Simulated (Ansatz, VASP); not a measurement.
## Two plane-wave programs on SnTe

INCAR

```
AGGAC = 1.0
AGGAX = 1.0
ALDAC = 0.0
ALDAX = 1.0
ALGO = Normal
EDIFF = 1E-6
ENCUT = 500
GGA = B5
GGA_COMPAT = False
ISIF = 2
ISMEAR = 0
LASPH = True
LCHARG = False
LREAL = False
LWAVE = False
NBANDS = 17
NELM = 120
PREC = Accurate
SIGMA = 0.01
```

The input KPOINTS:

```
k-points
0
Gamma
  5 5 5
```

File POSCAR:

```
SnTe
1.0
    0.0000000000      3.6111460000      3.6111460000
    3.6111460000      0.0000000000      3.6111460000
    3.6111460000      3.6111460000      0.0000000000
Sn Te
1 1
Direct
    0.0000000000      0.0000000000      0.0000000000
    0.7500000000      0.7500000000      0.7500000000
```

Input for Ansatz:

```yaml
crystal:
  lattice:
    - [0.0, 3.611146, 3.611146]
    - [3.611146, 0.0, 3.611146]
    - [3.611146, 3.611146, 0.0]
  atoms:
    - { symbol: Sn, position: [0.0, 0.0, 0.0] }
    - { symbol: Te, position: [0.75, 0.75, 0.75] }
accuracy: medium
kpoints:
  mp_grid:
    grid: [5, 5, 5]
hamiltonian:
  xc: blyp
  pseudopotentials:
    kind: nc
scf:
  mixing:
    algorithm: msr1
    preconditioner: kerker_dos
  occupations:
    method: fixed
output:
  eigenvalues: true
```

Alike in both runs: task single point; functional BLYP; k mesh 5 × 5 × 5; no spin polarisation.

|  | VASP | Ansatz |
| --- | --- | --- |
| version | VASP 6.6.1 | Ansatz 0.2.0 |
| potentials or method | VASP PAW PBE potentials, release 64 (Sn_d, Te) | plane waves, norm-conserving potentials |
| plane-wave cutoff (eV) | 500 | 1120 |
| occupations | gaussian, width 0.01 eV | fixed |
| valence electrons in the cell | 20 | 30 |

```tsv
	VASP	Ansatz	Ansatz less VASP
gap on the k mesh at the Fermi level (eV)	0.45	0.47	+0.015
```

VASP's potentials were made for PBE, not for BLYP. VASP's potentials hold 20 valence electrons a cell and Ansatz's 30, so a difference there can come from the potentials and not from the codes.

Spin-orbit coupling is off throughout.
